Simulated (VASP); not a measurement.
Crystal: LuScN2.

```xyz
4
Lattice="3.2726 0.0000 0.0000 0.0000 3.2726 0.0000 0.0000 0.0000 4.6188" Properties=species:S:1:pos:R:3 pbc="T T T"
Sc    0.0000    0.0000    0.0000
N     0.0000    0.0000    2.3094
N     1.6363    1.6363    0.0000
Lu    1.6363    1.6363    2.3094
```

Base run:

| Property | Result |
| --- | --- |
| Program | VASP 6.6.1 |
| Functional | PBE |
| Potentials or basis | VASP PAW PBE potentials, release 64 (Sc_sv, N, Lu) |
| Cutoff | 520 eV |
| k mesh | 8 × 8 × 6 |
| Occupations | fermi-dirac, width 0.02 eV |
| Spin | no spin polarisation |

Its results: band gap on the k mesh zero (bands 23 and 24 overlap by 0.22 eV); pressure 3.3 GPa.

Problem. The run is repeated on the same cell with these changes: functional from PBE to r2SCAN; k mesh from 8 × 8 × 6 to 6 × 6 × 4. What comes out?

Solution. Band gap on the k mesh 0.12 eV; pressure 1.8 GPa.

Several settings changed at once.

Caveats: spin-orbit coupling is left out, which moves the levels of the heavy elements; the cell stands under pressure (at least some runs); the PAW data sets were made with another functional, which shifts forces and pressure a little (at least some runs).

A k mesh can miss the band edges.
